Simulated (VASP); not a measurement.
Here is a VASP 6.6.1 calculation.

The input POSCAR:

```
CdS
1.0
    0.0000000000      2.9165000000      2.9165000000
    2.9165000000      0.0000000000      2.9165000000
    2.9165000000      2.9165000000      0.0000000000
Cd S
1 1
Direct
    0.0000000000      0.0000000000      0.0000000000
    0.7500000000      0.7500000000      0.7500000000
```

File INCAR.step1:

```
PREC = Accurate
ENCUT = 600
EDIFF = 1E-5
ISMEAR = -1
SIGMA = 0.05
LREAL = F
LASPH = T
NELM = 100
ALGO = Normal
LWAVE = T
LCHARG = F
GGA = PE
NBANDS = 16
```

File INCAR.step2:

```
PREC = Accurate
ENCUT = 600
EDIFF = 1E-6
ISMEAR = -1
SIGMA = 0.05
LREAL = F
LASPH = T
NELM = 100
ALGO = Normal
ISIF = 3
LWAVE = F
LCHARG = F
GGA = PE
LHFCALC = T
AEXX = 1.0
ALDAC = 0.0
AGGAC = 0.0
PRECFOCK = Normal
IBRION = 2
NSW = 60
EDIFFG = -0.01
ISTART = 1
```

File KPOINTS:

```
Automatic mesh
0
Gamma
  4 4 4
```

Potentials or basis: VASP PAW PBE potentials, release 64 (Cd, S).

Command:

```bash
$ cat potpaw_PBE.64/Cd/POTCAR potpaw_PBE.64/S/POTCAR > POTCAR
$ cp INCAR.step1 INCAR
$ mpirun -np 1 vasp_std > vasp.out
$ cp INCAR.step2 INCAR
$ mpirun -np 1 vasp_std > vasp.out
```

**Question.** What does it give for the relaxed volume?

**Answer.** 27.38 Å³/atom.

**Question.** Predict the band gap on the k mesh.

**Answer.** 8.27 eV.

Final structure:
```xyz
2
Lattice="0.0000 3.0140 3.0140 3.0140 0.0000 3.0140 3.0140 3.0140 0.0000" Properties=species:S:1:pos:R:3 pbc="T T T"
Cd    0.0000    0.0000    0.0000
S     4.5210    4.5210    4.5210
```

Caveat: the k points lie up to 0.45 Å⁻¹ apart in the final cell; the PAW data sets were made with another functional, which shifts forces and pressure a little. Zero-point motion and thermal expansion aren't in these numbers.
